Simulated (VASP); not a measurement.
# TaN (P6/mmm) in VASP: a series of runs, part 4 of 4

VASP 6.6.1. Earlier steps stand in the parts before.

**5. Relaxation of shape and atoms at fixed volume, RPBE+D4, collinear spin (11.72 Å³/atom)**

File INCAR:

```
SYSTEM = TaN
  PREC = Accurate
  ENCUT = 600
  EDIFF = 1E-6
  ISMEAR = 0
  SIGMA = 0.05
  LREAL = .False.
  LASPH = .True.
  NELM = 150
  ALGO = Fast
  ISIF = 4
  LWAVE = .False.
  LCHARG = .False.
  ISPIN = 2
  MAGMOM = 0.05 -0.05 -0.05 0 0 0
  LORBIT = 11
  LMAXMIX = 4
  GGA = RP
  IVDW = 13
  IBRION = 2
  NSW = 60
  EDIFFG = -0.01
```

File KPOINTS:

```
Automatic mesh
0
Gamma
  6 6 8
  0 0 0
```

File POSCAR:

```
TaN
1.0
    5.2640040997      0.0000000000      0.0000000000
   -2.6320020499      4.5587612759      0.0000000000
    0.0000000000      0.0000000000      2.9312521725
Ta N
3 3
Direct
    0.0000000000      0.0000000000      0.0000000000
    0.3333333333      0.6666666667      0.5000000000
    0.6666666667      0.3333333333      0.5000000000
    0.5000000000      0.0000000000      0.0000000000
    0.5000000000      0.5000000000      0.0000000000
    0.0000000000      0.5000000000      0.0000000000
```

Potentials or basis: VASP PAW PBE potentials, release 64 (Ta_pv, N).

Run with:

```
> cat potpaw_PBE.64/Ta_pv/POTCAR potpaw_PBE.64/N/POTCAR > POTCAR
> mpirun -np 1 vasp_std > vasp.out
```

OUTCAR:

```text
SYSTEM = TaN
   PREC = Accurate
   ENCUT = 600
   EDIFF = 1E-6
   ISMEAR = 0
   LREAL = .False.
   LASPH = .True.
   NELM = 150
   ISIF = 4
   ISPIN = 2
   LORBIT = 11
   GGA = RP
   IVDW = 13
   IBRION = 2
   NSW = 60
   EDIFFG = -0.01

 ion  position               nearest neighbor table
   1  0.000  0.000  0.000-   5 2.63   5 2.63   6 2.63   6 2.63   4 2.63   4 2.63   3 3.37   3 3.37
                             2 3.37   2 3.37   2 3.37   3 3.37   2 3.37   3 3.37   2 3.37   3 3.37
   2  0.333  0.667  0.500-   4 2.11   4 2.11   6 2.11   6 2.11   5 2.11   5 2.11   3 3.04   3 3.04
                             3 3.04   1 3.37   1 3.37   1 3.37   1 3.37   1 3.37   1 3.37
   3  0.667  0.333  0.500-   4 2.11   4 2.11   6 2.11   6 2.11   5 2.11   5 2.11   2 3.04   2 3.04
                             2 3.04   1 3.37   1 3.37   1 3.37   1 3.37   1 3.37   1 3.37
   4  0.500  0.000  0.000-   2 2.11   3 2.11   2 2.11   3 2.11   1 2.63   1 2.63
   5  0.500  0.500  0.000-   2 2.11   3 2.11   2 2.11   3 2.11   1 2.63   1 2.63
   6  0.000  0.500  0.000-   2 2.11   3 2.11   2 2.11   3 2.11   1 2.63   1 2.63

  LATTYP: Found a hexagonal cell.
 ALAT       =     5.2640040997
 C/A-ratio  =     0.5568483833

  Lattice vectors:

 A1 = (   5.2640040997,   0.0000000000,   0.0000000000)
 A2 = (  -2.6320020499,   4.5587612759,   0.0000000000)
 A3 = (   0.0000000000,   0.0000000000,   2.9312521725)

Analysis of symmetry for initial positions (statically):
=====================================================================
 Subroutine PRICEL returns:
 Original cell was already a primitive cell.

 Routine SETGRP: Setting up the symmetry group for a
 hexagonal supercell.

 Subroutine GETGRP returns: Found 24 space group operations
 (whereof 24 operations were pure point group operations)
 out of a pool of 24 trial point group operations.

The static configuration has the point symmetry D_6h.

Analysis of symmetry for dynamics (positions and initial velocities):
=====================================================================
 Subroutine PRICEL returns:
 Original cell was already a primitive cell.

 Routine SETGRP: Setting up the symmetry group for a
 hexagonal supercell.

 Subroutine GETGRP returns: Found 24 space group operations
 (whereof 24 operations were pure point group operations)
 out of a pool of 24 trial point group operations.

The dynamic configuration has the point symmetry D_6h.

Analysis of structural, dynamic, and magnetic symmetry:
=====================================================================
[... 155 lines left out ...]
 maximum number of plane-waves:      2388
   NGX = 21   NGY = 21   NGZ = 11

--------------------------------------- Ionic step        1  -------------------------------------------

 number of electron      48.0000000 magnetization      -0.0000040

 number of electron      48.0000000 magnetization       0.0000156

 Free energy of the ion-electron system (eV)
  ---------------------------------------------------
  ext. energy  EPLUGINS =         0.00000000
  ---------------------------------------------------
  free energy    TOTEN  =       -61.78449702 eV

  energy without entropy =      -61.78199956  energy(sigma->0) =      -61.78324829

------------------------ aborting loop because EDIFF is reached ----------------------------------------

  DFT-D4 for vdW energy calculation

  Edisp (eV):   -3.43793
[... 83 lines left out ...]
 number of electron      48.0000000 magnetization      -0.0000100

 number of electron      48.0000000 magnetization       0.0000017

 Free energy of the ion-electron system (eV)
  ---------------------------------------------------
  ext. energy  EPLUGINS =         0.00000000
  ---------------------------------------------------
  free energy    TOTEN  =       -61.78229432 eV

  energy without entropy =      -61.77926945  energy(sigma->0) =      -61.78078189

 E-fermi :   7.9676     XC(G=0): -12.7765

 val. band max:        7.7812490963   @ k =   0.0000   0.0000   0.2500
 cond. band min:       7.9679225117   @ k =   0.1667  -0.0000   0.2500
 fundamental gap:      0.1866734154
 Fermi energy:         7.9676354037

 spin component 1

 k-point     1 :       0.0000    0.0000    0.0000
  band No.  band energies     occupation
      1     -28.3462      1.00000
      2     -28.3462      1.00000
      3     -27.9991      1.00000
      4     -27.9991      1.00000
      5     -27.7738      1.00000
      6     -27.6625      1.00000
[... 733 lines left out ...]
     27      10.1146      0.00000
     28      10.5625      0.00000

 [... further k-points ...]

 spin component 2

 k-point     1 :       0.0000    0.0000    0.0000
  band No.  band energies     occupation
      1     -28.3462      1.00000
      2     -28.3462      1.00000
      3     -27.9991      1.00000
      4     -27.9991      1.00000
      5     -27.7738      1.00000
      6     -27.6625      1.00000
[... 772 lines left out ...]
  FREE ENERGIE OF THE ION-ELECTRON SYSTEM (eV)
  ---------------------------------------------------
  free  energy   TOTEN  =       -65.2238614142 eV

  energy  without entropy=      -65.2208365468  energy(sigma->0) =      -65.22234898

 reached required accuracy - stopping structural energy minimisation

 total charge

# of ion       s       p       d       tot
------------------------------------------
    1        0.268   6.103   2.218   8.590
    2        0.315   6.290   2.355   8.960
    3        0.315   6.290   2.355   8.960
    4        1.252   2.532   0.000   3.785
    5        1.252   2.532   0.000   3.785
    6        1.252   2.532   0.000   3.785
--------------------------------------------------
tot          4.657  26.280   6.928  37.864

 magnetization (x)

# of ion       s       p       d       tot
------------------------------------------
    1       -0.000   0.000  -0.000  -0.000
    2       -0.000  -0.000   0.000   0.000
    3       -0.000  -0.000   0.000   0.000
    4       -0.000   0.000   0.000   0.000
    5       -0.000   0.000   0.000   0.000
    6       -0.000   0.000   0.000   0.000
--------------------------------------------------
tot         -0.000   0.000  -0.000  -0.000
```

OSZICAR:

```text
N       E                     dE             d eps       ncg     rms          rms(c)
DAV:   1     0.497573716276E+03    0.49757E+03   -0.28752E+04  3928   0.197E+03
DAV:   2    -0.375291151192E+02   -0.53510E+03   -0.52158E+03  4576   0.538E+02
DAV:   3    -0.716034269306E+02   -0.34074E+02   -0.33472E+02  4908   0.126E+02
[... 28 lines left out ...]
DAV:   1    -0.617823786505E+02   -0.71331E-03   -0.74575E-03  4416   0.625E-01    0.582E-02
RMM:   2    -0.617823173024E+02    0.61348E-04   -0.13547E-04  4013   0.845E-02    0.322E-02
RMM:   3    -0.617822922852E+02    0.25017E-04   -0.59431E-05  4010   0.457E-02    0.836E-03
RMM:   4    -0.617822941158E+02   -0.18307E-05   -0.19749E-05  3880   0.208E-02    0.894E-03
RMM:   5    -0.617822943191E+02   -0.20324E-06   -0.28685E-06  2540   0.791E-03
   3 F= -.65223861E+02 E0= -.65222349E+02  d E =-.143291E-02  mag=     0.0000
```

It took 6.7 min on 1 thread of Oxide Virtual Turin-like, shared host; peak memory 0.28 GiB.

What came out:

* Free energy: -65.2239 eV
* Energy gained by relaxing: 0.2 meV/atom
* Ionic steps: 3
* Pressure after relaxing: -4.7 GPa
* Band gap on the k mesh: zero (filled and empty bands overlap)
* Net moment: 0.00 μB per cell
* Valence electrons inside the program's atomic spheres: Ta 8.59, 8.96 (each value once); N 3.79
* Dispersion energy per atom: -0.574 eV

Step by step:
```csv
step,energy change (eV),largest force (eV/Å),pressure (GPa),volume (Å³)
1,0.0000,0.0000,-5.09,70.34
2,-0.0015,0.0000,-4.66,70.34
3,-0.0014,0.0000,-4.72,70.34
```

Final structure:
```cif
data_structure
_symmetry_space_group_name_H-M 'P 1'
_symmetry_Int_Tables_number 1
_cell_length_a 5.2738
_cell_length_b 5.2738
_cell_length_c 2.9204
_cell_angle_alpha 90.000
_cell_angle_beta 90.000
_cell_angle_gamma 120.000
_cell_volume 70.34
loop_
_atom_site_label
_atom_site_type_symbol
_atom_site_fract_x
_atom_site_fract_y
_atom_site_fract_z
_atom_site_occupancy
Ta1 Ta 0.00000 0.00000 0.00000 1
Ta2 Ta 0.33333 0.66667 0.50000 1
Ta3 Ta 0.66667 0.33333 0.50000 1
N1 N 0.50000 0.00000 0.00000 1
N2 N 0.50000 0.50000 0.00000 1
N3 N 0.00000 0.50000 0.00000 1
```

Caveat: the PAW data sets were made with another functional, which shifts forces and pressure a little; spin-orbit coupling is left out, which moves the levels of the heavy elements.

**6. Relaxation of shape and atoms at fixed volume, PBEsol+D3(BJ), collinear spin (11.56 Å³/atom)**

This run uses another cell than the first one, of 11.56 Å³/atom.

File INCAR:

```
SYSTEM = TaN
ALGO = Normal ; EDIFF = 1E-7
EDIFFG = -0.01 ; ENCUT = 600
GGA = PS ; IBRION = 2
ISIF = 4 ; ISMEAR = 0
ISPIN = 2 ; IVDW = 12
LASPH = .TRUE. ; LCHARG = .FALSE.
LMAXMIX = 4 ; LORBIT = 11
LREAL = .FALSE. ; LWAVE = .FALSE.
MAGMOM = 0.05 -0.05 -0.05 0 0 0 ; NELM = 150
NSW = 60 ; PREC = Accurate
SIGMA = 0.05
```

File KPOINTS:

```
k-points
0
G
  6 6 8
  0 0 0
```

Edit POSCAR of step 5 so:

```diff
@@ -2,5 +2,5 @@
 1.0
-    5.2640040997      0.0000000000      0.0000000000
-   -2.6320020499      4.5587612759      0.0000000000
-    0.0000000000      0.0000000000      2.9312521725
+    5.2311067652      0.0000000000      0.0000000000
+   -2.6155533826      4.5302713485      0.0000000000
+    0.0000000000      0.0000000000      2.9261749810
 Ta N
```

Potentials or basis: VASP PAW PBE potentials, release 64 (Ta_pv, N).

Run with:

```
> cat potpaw_PBE.64/Ta_pv/POTCAR potpaw_PBE.64/N/POTCAR > POTCAR
> mpirun -np 1 vasp_std > vasp.out
```

OUTCAR:

```text
SYSTEM = TaN
   EDIFF = 1E-7
   EDIFFG = -0.01
   ENCUT = 600
   GGA = PS
   IBRION = 2
   ISIF = 4
   ISMEAR = 0
   ISPIN = 2
   IVDW = 12
   LASPH = .TRUE.
   LORBIT = 11
   LREAL = .FALSE.
   NELM = 150
   NSW = 60
   PREC = Accurate
 IVDW          = 12

 ion  position               nearest neighbor table
   1  0.000  0.000  0.000-   5 2.62   6 2.62   6 2.62   5 2.62   4 2.62   4 2.62   3 3.36   3 3.36
                             2 3.36   2 3.36   2 3.36   3 3.36   2 3.36   3 3.36   2 3.36   3 3.36
   2  0.333  0.667  0.500-   4 2.10   4 2.10   6 2.10   6 2.10   5 2.10   5 2.10   3 3.02   3 3.02
                             3 3.02   1 3.36   1 3.36   1 3.36   1 3.36   1 3.36   1 3.36
   3  0.667  0.333  0.500-   4 2.10   4 2.10   6 2.10   6 2.10   5 2.10   5 2.10   2 3.02   2 3.02
                             2 3.02   1 3.36   1 3.36   1 3.36   1 3.36   1 3.36   1 3.36
   4  0.500  0.000  0.000-   2 2.10   3 2.10   2 2.10   3 2.10   1 2.62   1 2.62
   5  0.500  0.500  0.000-   2 2.10   3 2.10   2 2.10   3 2.10   1 2.62   1 2.62
[... 330 lines left out ...]
      6     -27.6415      1.00000
[... 733 lines left out ...]
     27       9.9822      0.00000
     28      10.4956      0.00000

 [... further k-points ...]

 spin component 2

 k-point     1 :       0.0000    0.0000    0.0000
  band No.  band energies     occupation
      1     -28.3411      1.00000
      2     -28.3411      1.00000
      3     -27.9741      1.00000
      4     -27.9741      1.00000
      5     -27.7620      1.00000
      6     -27.6415      1.00000
[... 772 lines left out ...]
  FREE ENERGIE OF THE ION-ELECTRON SYSTEM (eV)
  ---------------------------------------------------
  free  energy   TOTEN  =       -71.2680102295 eV

  energy  without entropy=      -71.2651527345  energy(sigma->0) =      -71.26658148

 reached required accuracy - stopping structural energy minimisation

 total charge

# of ion       s       p       d       tot
------------------------------------------
    1        0.267   6.106   2.240   8.613
    2        0.318   6.300   2.397   9.015
    3        0.318   6.300   2.397   9.015
    4        1.239   2.524   0.000   3.763
    5        1.239   2.524   0.000   3.763
    6        1.239   2.524   0.000   3.763
--------------------------------------------------
tot          4.620  26.278   7.035  37.932

 magnetization (x)

# of ion       s       p       d       tot
------------------------------------------
    1        0.000   0.000   0.000   0.000
    2        0.000  -0.000  -0.000  -0.000
    3        0.000  -0.000  -0.000  -0.000
    4       -0.000  -0.000   0.000  -0.000
    5       -0.000  -0.000   0.000  -0.000
    6       -0.000  -0.000   0.000  -0.000
--------------------------------------------------
tot          0.000  -0.000   0.000   0.000
```

Wall time 7.2 min (1 thread of Oxide Virtual Turin-like, shared host); peak memory 0.29 GiB.

What came out:

```yaml
Free_energy: -71.2680 eV
Energy_gained_by_relaxing: 0.3 meV/atom
Ionic_steps: 3
Pressure_after_relaxing: -10.6 GPa
Band_gap_on_the_k_mesh: zero (filled and empty bands overlap)
Net_moment: 0.00 μB per cell
Valence_electrons_inside_the_program's_atomic_spheres: Ta 8.61, 9.02 (each value once); N 3.76
Dispersion_energy_per_atom: -0.428 eV
```

The path:
| step | energy change (eV) | largest force (eV/Å) | pressure (GPa) | volume (Å³) |
| --- | --- | --- | --- | --- |
| 1 | 0.0000 | 0.0000 | -10.97 | 69.35 |
| 2 | -0.0015 | 0.0000 | -10.50 | 69.35 |
| 3 | -0.0015 | 0.0000 | -10.57 | 69.35 |

Final structure:
```xyz
6
Lattice="5.2410 0.0000 0.0000 -2.6205 4.5388 0.0000 0.0000 0.0000 2.9152" Properties=species:S:1:pos:R:3 pbc="T T T"
Ta    0.0000    0.0000    0.0000
Ta    0.0000    3.0259    1.4576
Ta    2.6205    1.5129    1.4576
N     2.6205    0.0000    0.0000
N     1.3102    2.2694    0.0000
N    -1.3102    2.2694    0.0000
```

Caveat: the PAW data sets were made with another functional, which shifts forces and pressure a little; spin-orbit coupling is left out, which moves the levels of the heavy elements.

**7. The runs side by side**

```csv
task,level,cell,cutoff (eV),gap on the mesh (eV),pressure (GPa),moment (μB)
single point,RPBE+D4,"a = 5.274, b = 5.274, c = 2.920 Å, angles 90.0, 90.0, 120.0°, 6 atoms",520,none,-4.7,0.00
single point,PBEsol,"a = 5.289, b = 5.289, c = 2.922 Å, angles 90.0, 90.0, 120.0°, 6 atoms",520,none,-10.1,0.00
relaxation of shape and atoms at fixed volume,RPBE+D4,"relaxed from a = 5.250, b = 5.250, c = 2.939 Å, angles 90.0, 90.0, 120.0°, 6 atoms",600,none,-4.0,0.00
relaxation of shape and atoms at fixed volume,RPBE+D4,"relaxed from a = 5.264, b = 5.264, c = 2.931 Å, angles 90.0, 90.0, 120.0°, 6 atoms",600,none,-4.7,0.00
relaxation of shape and atoms at fixed volume,PBEsol+D3(BJ),"relaxed from a = 5.231, b = 5.231, c = 2.926 Å, angles 90.0, 90.0, 120.0°, 6 atoms",600,none,-10.6,0.00
```

Alike in all rows: potentials or basis VASP PAW PBE potentials, release 64 (Ta_pv, N); spin collinear; k mesh 6 × 6 × 8; smearing gaussian 0.05 eV.

Caveats: the PAW data sets were made with another functional, which shifts forces and pressure a little; spin-orbit coupling is left out, which moves the levels of the heavy elements; the cell stands under tension (at least some runs).

Absolute energies hang on the potentials; compare differences alone.
